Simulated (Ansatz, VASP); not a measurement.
## Two plane-wave programs on Sc

File INCAR:

```
SYSTEM = Sc
PREC = Accurate ; ENCUT = 520
EDIFF = 1E-6 ; ISMEAR = -1
SIGMA = 0.1 ; LREAL = .FALSE.
LASPH = .TRUE. ; NELM = 100
ALGO = Normal ; ISIF = 2
LWAVE = .FALSE. ; LCHARG = .TRUE.
GGA = RE ; LELF = .TRUE.
LVHAR = .TRUE. ; NBANDS = 12
```

Contents of KPOINTS:

```
Automatic mesh
0
G
  13 13 13
  0 0 0
```

File POSCAR:

```
Sc
1.0
    0.0000000000      2.3978432682      2.3978432682
    2.3978432682      0.0000000000      2.3978432682
    2.3978432682      2.3978432682      0.0000000000
Sc
1
Direct
    0.0000000000      0.0000000000      0.0000000000
```

Input for Ansatz:

```yaml
crystal:
  lattice:
    - [0.0, 2.3978432682, 2.3978432682]
    - [2.3978432682, 0.0, 2.3978432682]
    - [2.3978432682, 2.3978432682, 0.0]
  atoms:
    - { symbol: Sc, position: [0.0, 0.0, 0.0] }
hamiltonian:
  xc: revpbe
  pseudopotentials:
    kind: paw
    azcp:
      Sc: "pseudopotentials/Sc.paw.azcp"
basis:
  ecutwfc: 420
  fft_grid_basis: typed
kpoints:
  mp_grid: { grid: [13, 13, 13], shift: [0, 0, 0] }
magnetization:
  spin_polarized: false
scf:
  occupations: { method: fermi_dirac, width: 0.1 }
  lower_state_search: "off"
output:
  stress: true
```

Alike in both runs: task single point; functional revPBE; k mesh 13 × 13 × 13; occupations fermi-dirac, width 0.1 eV; no spin polarisation.

|  | VASP | Ansatz |
| --- | --- | --- |
| version | VASP 6.6.1 | Ansatz 0.2.0 |
| potentials or method | VASP PAW PBE potentials, release 64 (Sc_sv), cutoff 520 eV | plane waves (420 eV) with PAW, scalar-relativistic |
| valence electrons in the cell | 11 | 11 |

```tsv
	VASP	Ansatz	Ansatz less VASP
pressure (GPa)	-3.3	-3.3	-0.02
```

VASP's potentials were made for PBE, not for revPBE. The functional is the same, so the differences come from potentials, cutoffs and numerics.
